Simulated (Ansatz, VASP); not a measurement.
Zn2H in VASP and in Ansatz

File INCAR:

```
PREC     = Accurate       # precision mode
ENCUT    = 600            # plane-wave cutoff, eV
EDIFF    = 1E-7           # SCF threshold, eV
ISMEAR   = 0              # smearing method
SIGMA    = 0.1            # smearing width, eV
LREAL    = F              # projectors in reciprocal space
LASPH    = T              # aspherical terms in the spheres
NELM     = 80             # most SCF steps
ALGO     = Normal         # electronic algorithm
ISIF     = 3              # what is computed and relaxed
LWAVE    = F              # write WAVECAR
LCHARG   = F              # write CHGCAR
GGA      = PE             # functional
IBRION   = 2              # ionic algorithm
NSW      = 90             # ionic steps
EDIFFG   = -0.04          # ionic threshold
```

File KPOINTS:

```
regular mesh
0
Gamma
  8 8 8
```

POSCAR

```
Zn2H
1.0
   -1.7076392659      1.7076392659      5.9374195124
    1.7076392659     -1.7076392659      5.9374195124
    1.7076392659      1.7076392659     -5.9374195124
Zn H
4 2
Direct
    0.4165000000      0.4165000000      0.0000000000
    0.1665000000      0.6665000000      0.5000000000
    0.3335000000      0.8335000000      0.5000000000
    0.5835000000      0.5835000000      0.0000000000
    0.0000000000      0.0000000000      0.0000000000
    0.7500000000      0.2500000000      0.5000000000
```

Input for Ansatz:

```yaml
crystal:
  lattice:
    - [-1.7076392659, 1.7076392659, 5.9374195124]
    - [1.7076392659, -1.7076392659, 5.9374195124]
    - [1.7076392659, 1.7076392659, -5.9374195124]
  atoms:
    - { symbol: Zn, position: [0.4165, 0.4165, 0.0] }
    - { symbol: Zn, position: [0.1665, 0.6665, 0.5] }
    - { symbol: Zn, position: [0.3335, 0.8335, 0.5] }
    - { symbol: Zn, position: [0.5835, 0.5835, 0.0] }
    - { symbol: H, position: [0.0, 0.0, 0.0] }
    - { symbol: H, position: [0.75, 0.25, 0.5] }
basis:
  ecutwfc: 420
kpoints:
  mp_grid: { grid: [8, 8, 8] }
hamiltonian:
  xc: pbe
scf:
  occupations: { method: gaussian, width: 0.1 }
  lower_state_search: "off"
output:
  forces: true
  stress: true
  eigenvalues: true
relax:
  adjacent_minimum: "off"
  f_tol: 0.04
  max_steps: 70
  cell: { stress_tol: 0.4 }
```

Alike in both runs: task relaxation of cell and atoms; functional PBE; k mesh 8 × 8 × 8; occupations gaussian, width 0.1 eV; no spin polarisation.

|  | VASP | Ansatz |
| --- | --- | --- |
| version | VASP 6.6.1 | Ansatz 0.2.0 |
| potentials or method | VASP PAW PBE potentials, release 64 (Zn, H), cutoff 600 eV | scalar-relativistic, plane waves, PAW |
| valence electrons in the cell | 50 | 50 |

Ansatz gave:

```
gap on the k mesh at the Fermi level, each at its own relaxed structure (eV) : none
relaxed volume (Å³/atom)                                                     : 12.35
relaxed cell length with the largest relative difference (Å)                 : 9.887
```

Q: Estimate VASP's values.

A: gap on the k mesh at the Fermi level, each at its own relaxed structure (eV): none; relaxed volume (Å³/atom): 12.28; relaxed cell length with the largest relative difference (Å): 9.651.

A gap of «none» marks a metal or a gap that the smearing closes.
